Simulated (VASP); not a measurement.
# H (P4/mmm) in VASP: notebook, part 2 of 2

VASP 6.6.1.

## (4) Single point, PBEsol (strain +0.000 along x and y, +0.080 along z)

Input file INCAR:

```
PREC     = Accurate       # precision mode
ENCUT    = 520            # plane-wave cutoff, eV
EDIFF    = 1E-6           # SCF threshold, eV
ISMEAR   = 0              # smearing method
SIGMA    = 0.05           # smearing width, eV
LREAL    = False          # projectors in reciprocal space
LASPH    = True           # aspherical terms in the spheres
NELM     = 100            # most SCF steps
ALGO     = Normal         # electronic algorithm
ISIF     = 2              # what is computed and relaxed
LWAVE    = False          # write WAVECAR
LCHARG   = True           # write CHGCAR
GGA      = PS             # functional
LELF     = True           # ELF
LVHAR    = True         
NBANDS   = 6              # bands
```

Input file KPOINTS:

```
regular mesh
0
Gamma
  10 10 26
```

Input file POSCAR:

```
H
1.0
    2.6496387389      0.0000000000      0.0000000000
    0.0000000000      2.6496387389      0.0000000000
    0.0000000000      0.0000000000      1.0589323536
H
1
Direct
    0.0000000000      0.0000000000      0.5000000000
```

Potentials or basis: VASP PAW PBE potentials, release 64 (H).

Run with:

```console
> cat potpaw_PBE.64/H/POTCAR > POTCAR
> mpirun -np 1 vasp_std > vasp.out
```

OUTCAR:

```text
PREC = Accurate
   ENCUT = 520
   EDIFF = 1E-6
   ISMEAR = 0
   LREAL = False
   LASPH = True
   NELM = 100
   ISIF = 2
   GGA = PS

 ion  position               nearest neighbor table
   1  0.000  0.000  0.500-

  LATTYP: Found a simple tetragonal cell.
 ALAT       =     2.6496387389
 C/A-ratio  =     0.3996515970

  Lattice vectors:

 A1 = (   2.6496387389,   0.0000000000,   0.0000000000)
 A2 = (   0.0000000000,   2.6496387389,   0.0000000000)
 A3 = (   0.0000000000,   0.0000000000,   1.0589323536)
[... 395 lines left out ...]
      6      28.3861      0.00000

 [... further k-points ...]

------------------------ aborting loop because EDIFF is reached ----------------------------------------

  FORCE on cell =-STRESS in cart. coord.  units (eV):
  Direction    XX          YY          ZZ          XY          YZ          ZX
  --------------------------------------------------------------------------------------
  -------------------------------------------------------------------------------------
  Total        0.0397483      0.0397483     -0.8408101      0.0000000      0.0000000      0.0000000
  in kB        8.5661831      8.5661831   -181.2036573      0.0000000      0.0000000      0.0000000
  external PRESSURE =     -54.6904304 kB  Pullay stress =       0.0000000 kB

 VOLUME and BASIS-vectors are now :
 -----------------------------------------------------------------------------
  energy-cutoff  :      520.00
  volume of cell :        7.43
      direct lattice vectors                 reciprocal lattice vectors
     2.649638739  0.000000000  0.000000000     0.377409941  0.000000000  0.000000000
     0.000000000  2.649638739  0.000000000     0.000000000  0.377409941  0.000000000
     0.000000000  0.000000000  1.058932354     0.000000000  0.000000000  0.944347386

 POSITION                                       TOTAL-FORCE (eV/Angst)
 -----------------------------------------------------------------------------------
      0.00000      0.00000      0.52947         0.000000      0.000000      0.000000
 -----------------------------------------------------------------------------------
    total drift:                               -0.000000      0.000000      0.000000

  FREE ENERGIE OF THE ION-ELECTRON SYSTEM (eV)
  ---------------------------------------------------
  free  energy   TOTEN  =        -2.9190407860 eV

  energy  without entropy=       -2.9189101876  energy(sigma->0) =       -2.91897549
```

OSZICAR:

```text
N       E                     dE             d eps       ncg     rms          rms(c)
DAV:   1    -0.288804210413E+01   -0.28880E+01   -0.22320E+02  3708   0.694E+01
DAV:   2    -0.296916036922E+01   -0.81118E-01   -0.81103E-01  4620   0.535E+00
DAV:   3    -0.296919322882E+01   -0.32860E-04   -0.32860E-04  4086   0.110E-01
DAV:   4    -0.296919323646E+01   -0.76415E-08   -0.74497E-08  5094   0.158E-03
DAV:   5    -0.296919323674E+01   -0.27842E-09   -0.11291E-11  3948   0.129E-05    0.139E+00
DAV:   6    -0.293396804053E+01    0.35225E-01   -0.11177E-02  3840   0.335E-01    0.818E-01
DAV:   7    -0.291812624394E+01    0.15842E-01   -0.21418E-02  3840   0.519E-01    0.758E-02
DAV:   8    -0.291902632585E+01   -0.90008E-03   -0.91625E-04  3834   0.118E-01    0.118E-02
DAV:   9    -0.291903776719E+01   -0.11441E-04   -0.11283E-05  4554   0.121E-02    0.357E-03
DAV:  10    -0.291904077265E+01   -0.30055E-05   -0.37049E-06  3906   0.807E-03    0.349E-04
DAV:  11    -0.291904078604E+01   -0.13391E-07   -0.19927E-08  4314   0.684E-04
   1 F= -.29190408E+01 E0= -.29189755E+01  d E =-.130598E-03
```

stdout:

```text
POSCAR found type information on POSCAR H
 POSCAR found :  1 types and       1 ions
 scaLAPACK will be used
 -----------------------------------------------------------------------------
|                                                                             |
|                                                                             |
|     You enforced a specific xc type in the INCAR file but a different       |
|     I HOPE YOU KNOW WHAT YOU ARE DOING!                                     |
|                                                                             |
 -----------------------------------------------------------------------------

 LDA part: xc-table for (Slater+PW92), standard interpolation
 POSCAR, INCAR and KPOINTS ok, starting setup
 FFT: planning ... GRIDC
 FFT: planning ... GRID_SOFT
 FFT: planning ... GRID
 WAVECAR not read
 entering main loop
```

It took 14 s on 1 thread of Intel Xeon 8259CL, shared host; peak memory 0.11 GiB.

What came out:

- Free energy: -2.9190 eV
- Pressure: -5.5 GPa

Levels at points of the mesh, in eV from the Fermi level:
```tsv
k point	band 1	band 2	band 3	band 4
(0.00, 0.00, 0.00)	-9.74	10.66	16.34	16.34
(0.50, 0.00, 0.00)	-8.12	3.15	17.22	19.44
(0.50, 0.50, 0.00)	-6.84	7.04	7.04	10.34
(0.00, 0.00, 0.50)	19.95	27.01	42.05	47.27
(0.50, 0.00, 0.50)	20.93	29.55	36.51	36.87
(0.50, 0.50, 0.50)	21.72	31.69	40.30	40.30
```

Caveat: the cell differs from its parent crystal (strain +0.000 along x and y, +0.080 along z); the PAW data sets were made with another functional, which shifts forces and pressure a little.

## (5) Single point, PBEsol (strain +0.080 along x and y, -0.080 along z)

Input file INCAR:

```
ALGO = Normal ; EDIFF = 1E-7
ENCUT = 520 ; GGA = PS
ISIF = 2 ; ISMEAR = 0
LASPH = T ; LCHARG = F
LREAL = F ; LWAVE = F
NBANDS = 6 ; NELM = 80
PREC = Accurate ; SIGMA = 0.05
```

Input file KPOINTS:

```
k-points
0
Gamma
  10 10 26
```

Input file POSCAR:

```
H
1.0
    2.8616098380      0.0000000000      0.0000000000
    0.0000000000      2.8616098380      0.0000000000
    0.0000000000      0.0000000000      0.9020534864
H
1
Direct
    0.0000000000      0.0000000000      0.5000000000
```

Run with:

```console
> cat potpaw_PBE.64/H/POTCAR > POTCAR
> mpirun -np 1 vasp_std > vasp.out
```

Run time: 17 s. Hardware: 1 thread of Intel Xeon 8259CL, shared host; peak memory 0.12 GiB.

Results (log left out):

* Free energy: -2.8947 eV
* Pressure: 10.3 GPa

Stress tensor (GPa, compression positive):
```
 0.15  0.00  0.00
 0.00  0.15  0.00
 0.00  0.00 30.69
```

Levels at points of the mesh, in eV from the Fermi level:
| k point | band 1 | band 2 | band 3 | band 4 |
| --- | --- | --- | --- | --- |
| (0.00, 0.00, 0.00) | -11.74 | 7.41 | 12.87 | 12.87 |
| (0.50, 0.00, 0.00) | -10.84 | 2.15 | 13.32 | 15.23 |
| (0.50, 0.50, 0.00) | -10.11 | 5.26 | 5.26 | 8.67 |
| (0.00, 0.00, 0.50) | 30.35 | 37.92 | 52.02 | 55.94 |
| (0.50, 0.00, 0.50) | 30.86 | 39.46 | 48.26 | 48.48 |
| (0.50, 0.50, 0.50) | 31.28 | 40.72 | 51.32 | 51.32 |

Caveat: the cell differs from its parent crystal (strain +0.080 along x and y, -0.080 along z); the PAW data sets were made with another functional, which shifts forces and pressure a little.

## (6) Single point, PBEsol (strain +0.040 along x and y, +0.000 along z)

Input file INCAR:

```
PREC = Accurate
ENCUT = 520
EDIFF = 1E-7
ISMEAR = 0
SIGMA = 0.05
LREAL = False
LASPH = True
NELM = 60
ALGO = Normal
ISIF = 2
LWAVE = False
LCHARG = False
GGA = PS
NBANDS = 6
```

Input file KPOINTS:

```
regular mesh
0
Gamma
  10 10 26
```

Input file POSCAR:

```
H
1.0
    2.7556242885      0.0000000000      0.0000000000
    0.0000000000      2.7556242885      0.0000000000
    0.0000000000      0.0000000000      0.9804929200
H
1
Direct
    0.0000000000      0.0000000000      0.5000000000
```

Potentials or basis: VASP PAW PBE potentials, release 64 (H).

Run with:

```console
> cat potpaw_PBE.64/H/POTCAR > POTCAR
> mpirun -np 1 vasp_std > vasp.out
```

OUTCAR:

```text
PREC = Accurate
   ENCUT = 520
   EDIFF = 1E-7
   ISMEAR = 0
   LREAL = False
   LASPH = True
   NELM = 60
   ISIF = 2
   GGA = PS

 ion  position               nearest neighbor table
   1  0.000  0.000  0.500-

  LATTYP: Found a simple tetragonal cell.
 ALAT       =     2.7556242885
 C/A-ratio  =     0.3558151683

  Lattice vectors:

 A1 = (   2.7556242885,   0.0000000000,   0.0000000000)
 A2 = (   0.0000000000,   2.7556242885,   0.0000000000)
 A3 = (   0.0000000000,   0.0000000000,   0.9804929200)

Analysis of symmetry for initial positions (statically):
=====================================================================
 Subroutine PRICEL returns:
 Original cell was already a primitive cell.

 Routine SETGRP: Setting up the symmetry group for a
 simple tetragonal supercell.

 Subroutine GETGRP returns: Found 16 space group operations
 (whereof 16 operations were pure point group operations)
 out of a pool of 16 trial point group operations.

The static configuration has the point symmetry D_4h.

Analysis of symmetry for dynamics (positions and initial velocities):
=====================================================================
 Subroutine PRICEL returns:
 Original cell was already a primitive cell.

 Routine SETGRP: Setting up the symmetry group for a
 simple tetragonal supercell.

 Subroutine GETGRP returns: Found 16 space group operations
 (whereof 16 operations were pure point group operations)
 out of a pool of 16 trial point group operations.

The dynamic configuration has the point symmetry D_4h.

 Subroutine INISYM returns: Found 16 space group operations
 (whereof 16 operations are pure point group operations),
 and found     1 'primitive' translations

----------------------------------------------------------------------------------------

                                     Primitive cell

[... 105 lines left out ...]
   IALGO  =     38    algorithm
   IMIX   =      4    mixing-type and parameters
     AMIX     =   0.40;   BMIX     =  1.00
     AMIX_MAG =   1.60;   BMIX_MAG =  1.00
  volume/ion in A,a.u.               =       7.45        50.24
  Fermi-wavevector in a.u.,A,eV,Ry     =   0.838391  1.584330  9.563531  0.702900
  Thomas-Fermi vector in A             =   1.952438
   LORBIT       =      0    0 simple, 1 ext, 2 COOP (PROOUT), +10 PAW based schemes
   GGA     = PS    functional components
   LHFCALC =     F    Hartree Fock is set to
   AEXX    =    0.0000 exact exchange contribution
   IVDW    =     0    specifies the selected vdW correction
   LEPSILON=     F    determine dielectric tensor
   LRPA    =     F    only Hartree local field effects (RPA)
 non-spin polarized calculation
 Gauss-broadening in eV      SIGMA  =   0.05
  energy-cutoff  :      520.00
  volume of cell :        7.45
 maximum number of plane-waves:       212
   NGX = 11   NGY = 11   NGZ =  3

 number of electron       1.0000000 magnetization

 Free energy of the ion-electron system (eV)
  ---------------------------------------------------
  ext. energy  EPLUGINS =         0.00000000
  ---------------------------------------------------
  free energy    TOTEN  =        -2.95438238 eV

  energy without entropy =       -2.95438238  energy(sigma->0) =       -2.95438238

 E-fermi :  -1.6438     XC(G=0):  -6.6590

 val. band max:       -1.9841190581   @ k =   0.5000   0.5000   0.2308
 cond. band min:      -1.1876286221   @ k =   0.0000   0.0000   0.2692
 fundamental gap:      0.7964904360
 Fermi energy:        -1.6437565880

 k-point     1 :       0.0000    0.0000    0.0000
  band No.  band energies     occupation
      1     -12.4042      2.00000
      2       7.2091      0.00000
      3      12.7731      0.00000
      4      12.7731      0.00000
      5      15.6547      0.00000
      6      31.9716      0.00000
[... 199 lines left out ...]
 k-point    24 :       0.2000    0.0000    0.0385
  band No.  band energies     occupation
      1     -11.8025      2.00000
      2       4.7395      0.00000
      3      12.3471      0.00000
      4      13.6643      0.00000
      5      21.7686      0.00000
      6      26.1917      0.00000

 [... further k-points ...]

------------------------ aborting loop because EDIFF is reached ----------------------------------------

  FORCE on cell =-STRESS in cart. coord.  units (eV):
  Direction    XX          YY          ZZ          XY          YZ          ZX
  --------------------------------------------------------------------------------------
  -------------------------------------------------------------------------------------
  Total        0.0337970      0.0337970      0.1008063      0.0000000     -0.0000000      0.0000000
  in kB        7.2728405      7.2728405     21.6927028      0.0000000     -0.0000000      0.0000000
  external PRESSURE =      12.0794612 kB  Pullay stress =       0.0000000 kB

 VOLUME and BASIS-vectors are now :
 -----------------------------------------------------------------------------
  energy-cutoff  :      520.00
  volume of cell :        7.45
      direct lattice vectors                 reciprocal lattice vectors
     2.755624288  0.000000000  0.000000000     0.362894174  0.000000000  0.000000000
     0.000000000  2.755624288  0.000000000     0.000000000  0.362894174  0.000000000
     0.000000000  0.000000000  0.980492920     0.000000000  0.000000000  1.019895177

 POSITION                                       TOTAL-FORCE (eV/Angst)
 -----------------------------------------------------------------------------------
      0.00000      0.00000      0.49025         0.000000      0.000000      0.000000
 -----------------------------------------------------------------------------------
    total drift:                                0.000000      0.000000      0.000000

  FREE ENERGIE OF THE ION-ELECTRON SYSTEM (eV)
  ---------------------------------------------------
  free  energy   TOTEN  =        -2.9543823780 eV

  energy  without entropy=       -2.9543823780  energy(sigma->0) =       -2.95438238
```

OSZICAR:

```text
N       E                     dE             d eps       ncg     rms          rms(c)
DAV:   1    -0.295863639364E+01   -0.29586E+01   -0.22856E+02  3660   0.699E+01
DAV:   2    -0.304797335808E+01   -0.89337E-01   -0.89337E-01  4728   0.561E+00
DAV:   3    -0.304802073803E+01   -0.47380E-04   -0.47380E-04  4026   0.126E-01
DAV:   4    -0.304802075524E+01   -0.17214E-07   -0.17214E-07  5256   0.224E-03
DAV:   5    -0.304802075525E+01   -0.51834E-11   -0.51843E-11  4032   0.263E-05    0.176E+00
DAV:   6    -0.298343845815E+01    0.64582E-01   -0.22319E-02  3864   0.459E-01    0.102E+00
DAV:   7    -0.295276742860E+01    0.30671E-01   -0.44068E-02  3912   0.709E-01    0.102E-01
DAV:   8    -0.295435669857E+01   -0.15893E-02   -0.14832E-03  3768   0.148E-01    0.749E-03
DAV:   9    -0.295437659599E+01   -0.19897E-04   -0.11802E-05  4554   0.148E-02    0.466E-03
DAV:  10    -0.295438237343E+01   -0.57774E-05   -0.70202E-06  3846   0.112E-02    0.365E-04
DAV:  11    -0.295438237801E+01   -0.45765E-08   -0.12808E-08  4374   0.717E-04
   1 F= -.29543824E+01 E0= -.29543824E+01  d E =-.162867E-24
```

Run time: 14 s. Hardware: 1 thread of Intel Xeon 8259CL, shared host; peak memory 0.11 GiB.

Results:

| Property | Result |
| --- | --- |
| Free energy | -2.9544 eV |
| Pressure | 1.2 GPa |

Caveat: the cell differs from its parent crystal (strain +0.040 along x and y, +0.000 along z); the PAW data sets were made with another functional, which shifts forces and pressure a little.

## (7) Overview

```tsv
cell	gap on the mesh (eV)	pressure (GPa)
a = 2.756, b = 2.756, c = 0.902 Å, 1 atom	none	11.3
a = 2.756, b = 2.756, c = 0.941 Å, 1 atom	none	5.7
a = 2.650, b = 2.650, c = 1.059 Å, 1 atom	none	-5.5
a = 2.862, b = 2.862, c = 0.902 Å, 1 atom	none	10.3
a = 2.756, b = 2.756, c = 0.980 Å, 1 atom	none	1.2
```

Alike in all rows: task single point; level PBEsol; potentials or basis VASP PAW PBE potentials, release 64 (H); no spin polarisation; k mesh 10 × 10 × 26; cutoff (eV) 520; smearing gaussian 0.05 eV.

Caveats: the PAW data sets were made with another functional, which shifts forces and pressure a little.

Total energies depend on the potentials used, so only differences within one code and one set of settings carry meaning.
